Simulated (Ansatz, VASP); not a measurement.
## Ge4S: VASP beside Ansatz

```
CELL_PARAMETERS angstrom
3.98000 0.00000 0.00000
-1.99000 3.44678 0.00000
0.00000 0.00000 8.45000
ATOMIC_POSITIONS crystal
Ge 0.00000 0.00000 0.73960
Ge 0.00000 0.00000 0.26040
Ge 0.33333 0.66667 0.35500
Ge 0.33333 0.66667 0.64500
S 0.00000 0.00000 0.00000
```

Alike in both runs: task relaxation of cell and atoms; functional PBE; k mesh 5 × 5 × 2; occupations gaussian, width 0.2 eV; no spin polarisation.

```csv
,VASP,Ansatz
version,VASP 6.6.1,Ansatz 0.2.0
potentials or method,"VASP PAW PBE potentials, release 64 (Ge_d, S), cutoff 600 eV","scalar-relativistic, plane waves, PAW"
valence electrons in the cell,62,62
```

```tsv
	VASP	Ansatz	Ansatz less VASP
gap on the k mesh at the Fermi level, each at its own relaxed structure (eV)	none	none	-
relaxed volume (Å³/atom)	25.72	25.62	-0.100
relaxed cell length with the largest relative difference (Å)	4.178	4.170	-0.0088
```

A gap of «none» marks a metal or a gap that the smearing closes.

The k mesh is coarse, so the values compare programs but aren't converged.
